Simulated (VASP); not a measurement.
Set up this calculation in VASP 6.6.1, as the native input.

```
Task                   : single point
Functional             : PBE
Dispersion             : D3(BJ)
Potentials or basis    : VASP PAW PBE potentials, release 64 (Mo_sv, S)
Cutoff                 : 520 eV
k mesh                 : 12 × 12 × 4
Occupations            : gaussian, width 0.05 eV
Spin                   : no spin polarisation
Dipole correction      : no
Further INCAR settings : ALGO = Normal; EDIFF = 1e-06; NBANDS = 35
```

The structure of MoS2 lies in POSCAR:

```
MoS2
1.0
    3.1493511256      0.0000000000      0.0000000000
   -1.5746755628      2.7274180802      0.0000000000
    0.0000000000      0.0000000000     12.0907538840
Mo S
2 4
Direct
    0.3333333333      0.6666666667      0.2500000000
    0.6666666667      0.3333333333      0.7500000000
    0.2966686208      0.5933372415      0.6204905688
    0.6666666667      0.3333333333      0.1204905688
    0.3333333333      0.6666666667      0.8795094312
    0.6666666667      0.3333333333      0.3795094312
```

This cell differs from its parent crystal: atom 3 (S) moved by (+0.000, -0.200) A along x and y.

The input as run:

INCAR

```
ALGO = Normal
EDIFF = 1E-6
ENCUT = 520
GGA = PE
ISIF = 2
ISMEAR = 0
IVDW = 12
LASPH = True
LCHARG = False
LREAL = False
LWAVE = False
NBANDS = 35
NELM = 80
PREC = Accurate
SIGMA = 0.05
```

KPOINTS

```
k-points
0
Gamma
  12 12 4
```

Potentials or basis: VASP PAW PBE potentials, release 64 (Mo_sv, S).

The run is started by

```sh
$ cat potpaw_PBE.64/Mo_sv/POTCAR potpaw_PBE.64/S/POTCAR > POTCAR
$ mpirun -np 1 vasp_std > vasp.out
```

It gave:

```yaml
Pressure: 0.4 GPa
Largest_force: 1.848 eV/Å
Band_gap_on_the_k_mesh: 0.77 eV (least direct gap 1.49 eV)
Dispersion_energy_per_atom: -0.438 eV
```

Caveat: the cell differs from its parent crystal (atom 3 (S) moved by (+0.000, -0.200) A along x and y); forces of over 1 eV/Å act on the atoms, so gaps and moduli don't describe the material at rest.

Wall time 8.1 min on 1 thread of Intel(R) Xeon(R) Platinum 8259CL CPU @ 2.50GHz (Skylake/Cascade Lake), with other jobs on the host, peak memory 0.56 GiB.
